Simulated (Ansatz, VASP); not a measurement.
This is a calculation of CaO for VASP 6.6.1.

File INCAR:

```
SYSTEM = CaO
PREC = Accurate
ENCUT = 520
EDIFF = 1E-6
ISMEAR = -1
SIGMA = 0.05
LREAL = .FALSE.
LASPH = .TRUE.
NELM = 100
ALGO = Normal
ISIF = 2
LWAVE = .FALSE.
LCHARG = .FALSE.
GGA = PS
NBANDS = 15
```

Contents of KPOINTS:

```
Automatic mesh
0
G
  10 10 10
  0 0 0
```

File POSCAR:

```
CaO
1.0
    0.0000000000      2.4194737473      2.4194737473
    2.4194737473      0.0000000000      2.4194737473
    2.4194737473      2.4194737473      0.0000000000
Ca O
1 1
Direct
    0.0000000000      0.0000000000      0.0000000000
    0.5000000000      0.5000000000      0.5000000000
```

Potentials or basis: VASP PAW PBE potentials, release 64 (Ca_sv, O).

Run with:

```bash
$ cat potpaw_PBE.64/Ca_sv/POTCAR potpaw_PBE.64/O/POTCAR > POTCAR
$ mpirun -np 1 vasp_std > vasp.out
```

Translate it to Ansatz 0.2.0. Potentials there: all-electron LAPW, scalar-relativistic.

As run (the cutoff follows the program's own potentials):

The input input.yaml:

```yaml
crystal:
  lattice:
    - [0.0, 2.4194737473, 2.4194737473]
    - [2.4194737473, 0.0, 2.4194737473]
    - [2.4194737473, 2.4194737473, 0.0]
  atoms:
    - { symbol: Ca, position: [0.0, 0.0, 0.0] }
    - { symbol: O, position: [0.5, 0.5, 0.5] }
kpoints:
  mp_grid: { grid: [10, 10, 10] }
scf:
  occupations: { method: fermi_dirac, width: 0.05 }
hamiltonian:
  xc: pbesol
  pseudopotentials: { kind: all_electron, lapw: { basis_error: 0.0005 } }
output:
  forces: true
  stress: true
  eigenvalues: true
```

Potentials or basis: all-electron LAPW, scalar-relativistic.

Launch:

```console
$ ansatz run input.yaml --threads 1 --pin off --max-ram 3072MiB --backend cpu --events-out ev --progress --plain --runs-dir out
```

Both were run:

|  | VASP | Ansatz | Ansatz less VASP |
| --- | --- | --- | --- |
| gap on the k mesh at the Fermi level (eV) | 3.54 | 3.56 | +0.017 |
| least direct gap on the mesh (eV) | 3.93 | 3.94 | +0.016 |
| pressure (GPa) | -4.2 | -4.7 | -0.51 |

VASP's potentials were made for PBE, not for PBEsol. Ansatz ran all-electron here, and VASP with PAW potentials.
